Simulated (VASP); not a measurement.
Write the native input for VASP 6.6.1 that does the following.

| Property | Result |
| --- | --- |
| Task | single point |
| Functional | PBEsol |
| Potentials or basis | VASP PAW PBE potentials, release 64 (Ti_sv, B) |
| Cutoff | 520 eV |
| k mesh | 11 × 11 × 9 |
| Occupations | fermi-dirac, width 0.1 eV |
| Spin | no spin polarisation |
| Dipole correction | no |
| Further INCAR settings | ALGO = Normal; EDIFF = 1e-07; NBANDS = 16 |

The structure of TiB2 lies in POSCAR:

```
TiB2
1.0
    3.0292000000      0.0000000000      0.0000000000
   -1.5146000000      2.6233640000      0.0000000000
    0.0000000000      0.0000000000      3.2284000000
Ti B
1 2
Direct
    0.0000000000      0.0000000000      0.0000000000
    0.3267309301      0.6666666667      0.5000000000
    0.6666666667      0.3333333333      0.5000000000
```

The input as run:

INCAR

```
  PREC = Accurate
  ENCUT = 520
  EDIFF = 1E-7
  ISMEAR = -1
  SIGMA = 0.1
  LREAL = False
  LASPH = True
  NELM = 100
  ALGO = Normal
  ISIF = 2
  LWAVE = False
  LCHARG = False
  GGA = PS
  NBANDS = 16
```

KPOINTS

```
regular mesh
0
Gamma
  11 11 9
```

Potentials or basis: VASP PAW PBE potentials, release 64 (Ti_sv, B).

The run is started by

```sh
$ cat potpaw_PBE.64/Ti_sv/POTCAR potpaw_PBE.64/B/POTCAR > POTCAR
$ mpirun -np 1 vasp_std > vasp.out
```

It gave:

```
Pressure               : -4.7 GPa
Largest force          : 0.390 eV/Å
Band gap on the k mesh : zero (bands 9 and 10 overlap by 0.41 eV)
```

Caveat: the cell stands under tension; the PAW data sets were made with another functional, which shifts forces and pressure a little.

It took 43 s on 1 thread of Intel(R) Xeon(R) Platinum 8559C (Emerald Rapids), with other jobs on the host, peak memory 0.23 GiB.
